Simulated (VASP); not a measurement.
TiO2: single point with r2SCAN

The system is TiO2.

```
Ti O
1.0
     4.71109    0.00000    0.00000
     0.00000    4.71109    0.00000
     0.00000    0.00000    2.98088
Ti O
2 4
Cartesian
  0.0000 0.0000 0.0000
  2.3555 2.3555 1.4904
  1.4482 1.4482 0.0000
  0.9073 3.8038 1.4904
  3.2629 3.2629 0.0000
  3.8038 0.9073 1.4904
```

This cell differs from its parent crystal: volume scaled by 1.06, then relaxed in part.

```
Program             : VASP 6.6.1
Task                : single point
Functional          : r2SCAN
Potentials or basis : VASP PAW PBE potentials, release 64 (Ti_sv, O)
Cutoff              : 520 eV
k mesh              : 6 × 6 × 10
Occupations         : gaussian, width 0.02 eV
Spin                : no spin polarisation
```

The pressure is -10.3 GPa and the largest force is 0.056 eV/Å. The band gap on the k mesh is 2.21 eV, direct.

Forces in eV/Å, atoms in the order of the input:
```
Ti   0.000  0.000  0.000
Ti   0.000  0.000  0.000
O   -0.040 -0.040  0.000
O    0.040 -0.040  0.000
O    0.040  0.040  0.000
O   -0.040  0.040  0.000
```

Stress tensor (GPa, compression positive):
```
-10.54   0.00   0.00
  0.00 -10.54   0.00
  0.00   0.00  -9.81
```

Levels at points of the mesh, in eV from the valence-band top:
```
           k point  band 22  band 23  band 24  band 25  band 26  band 27
(0.00, 0.00, 0.00)    -0.40    -0.40     0.00     2.21     2.55     2.80
(0.50, 0.00, 0.00)    -1.47    -0.69    -0.69     2.86     2.86     3.24
(0.50, 0.50, 0.00)    -1.22    -0.99    -0.99     2.25     2.25     2.84
(0.00, 0.00, 0.50)    -2.03    -1.41    -1.41     3.13     3.13     3.50
(0.50, 0.00, 0.50)    -1.94    -0.94    -0.94     2.25     2.25     3.52
(0.50, 0.50, 0.50)    -1.10    -0.70    -0.70     2.83     2.83     3.50
```

It took 2.9 min on 1 thread of Intel(R) Xeon(R) 6975P-C (Granite Rapids) (shared host), peak memory 0.24 GiB.

Caveat: the PAW data sets were made with another functional, which shifts forces and pressure a little. A k mesh can miss the band edges.
